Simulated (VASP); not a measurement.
Here is a VASP 6.6.1 calculation.

INCAR

```
SYSTEM = ZrC
PREC = Accurate ; ENCUT = 520
EDIFF = 1E-6 ; ISMEAR = -1
SIGMA = 0.05 ; LREAL = .False.
LASPH = .True. ; NELM = 80
ALGO = Normal ; ISIF = 2
LWAVE = .False. ; LCHARG = .False.
GGA = PE ; NBANDS = 15
```

File KPOINTS:

```
Automatic mesh
0
Gamma
  10 10 10
  0 0 0
```

Contents of POSCAR:

```
ZrC
1.0
    0.0000000000      2.3330366223      2.3330366223
    2.3330366223      0.0000000000      2.3330366223
    2.3330366223      2.3330366223      0.0000000000
Zr C
1 1
Direct
    0.5000000000      0.5000000000      0.5000000000
    0.0000000000      0.0000000000      0.0000000000
```

Potentials or basis: VASP PAW PBE potentials, release 64 (Zr_sv, C).

Launch:

```sh
$ cat potpaw_PBE.64/Zr_sv/POTCAR potpaw_PBE.64/C/POTCAR > POTCAR
$ mpirun -np 1 vasp_std > vasp.out
```

(1) What does it give for the pressure?

(2) Predict the band gap on the k mesh.

## Answers

(1) 6.7 GPa.

(2) zero (band 8 reaches 10.81 eV, above the bottom of band 9 at 9.55 eV).
